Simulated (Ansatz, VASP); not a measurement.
**One calculation of Sb, two programs**

```xyz
1
Lattice="3.3441 0.8360 0.8360 0.8360 3.3441 0.8360 0.8360 0.8360 3.3441" Properties=species:S:1:pos:R:3 pbc="T T T"
Sb    0.0000    0.0000    0.0000
```

Alike in both runs: task single point; functional r2SCAN; k mesh 16 × 16 × 16; occupations gaussian, width 0.15 eV; no spin polarisation.

|  | VASP | Ansatz |
| --- | --- | --- |
| version | VASP 6.6.1 | Ansatz 0.2.0 |
| potentials or method | VASP PAW PBE potentials, release 64 (Sb), cutoff 550 eV | scalar-relativistic, plane waves, PAW |
| valence electrons in the cell | 5 | 15 |

Ansatz gave:

* gap on the k mesh at the Fermi level (eV): none
* pressure (GPa): -6.4

What did VASP give for the same quantities?

gap on the k mesh at the Fermi level (eV): none; pressure (GPa): -6.5.

VASP's potentials were made for PBE, not for r2SCAN. A gap of «none» marks a metal or a gap that the smearing closes. VASP's potentials hold 5 valence electrons a cell and Ansatz's 15, so a difference there can come from the potentials and not from the codes.

Neither program's run includes spin-orbit coupling.
